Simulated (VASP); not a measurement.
A run of VASP 6.6.1 is set up as follows.

The input INCAR:

```
  PREC = Accurate
  ENCUT = 520
  EDIFF = 1E-6
  ISMEAR = 0
  SIGMA = 0.1
  LREAL = False
  LASPH = True
  NELM = 80
  ALGO = Normal
  ISIF = 2
  LWAVE = False
  LCHARG = False
  GGA = PE
  NBANDS = 26
```

The input KPOINTS:

```
regular mesh
0
Gamma
  4 4 4
```

File POSCAR:

```
InB2As3
1.0
    4.7895939900      0.0000000000      0.0000000000
    0.0000000000      4.7895939900      0.0000000000
    0.0000000000      0.0000000000      5.6905181400
In B As
1 2 3
Direct
    0.0000000000      0.0000000000      0.5000000000
    0.5000000000      0.5000000000      0.3539050100
    0.5000000000      0.5000000000      0.6460949900
    0.0000000000      0.0000000000      0.8256735300
    0.0000000000      0.0000000000      0.1743264700
    0.5000000000      0.5000000000      0.0000000000
```

Potentials or basis: VASP PAW PBE potentials, release 64 (In_d, B, As).

Launch:

```sh
$ cat potpaw_PBE.64/In_d/POTCAR potpaw_PBE.64/B/POTCAR potpaw_PBE.64/As/POTCAR > POTCAR
$ mpirun -np 1 vasp_std > vasp.out
```

Problem. Estimate the band gap on the k mesh.

Solution. Zero (band 17 reaches 4.89 eV, above the bottom of band 18 at 2.56 eV).

Problem. Predict the largest force.

Solution. 16.084 eV/Å.

Problem. What does it give for the pressure?

Solution. 33.3 GPa.

Stress tensor (GPa, compression positive):
```
 3.42  0.00  0.00
 0.00  3.42  0.00
 0.00  0.00 92.98
```

Caveat: spin-orbit coupling is left out, which moves the levels of the heavy elements; forces of over 1 eV/Å act on the atoms, so gaps and moduli don't describe the material at rest.
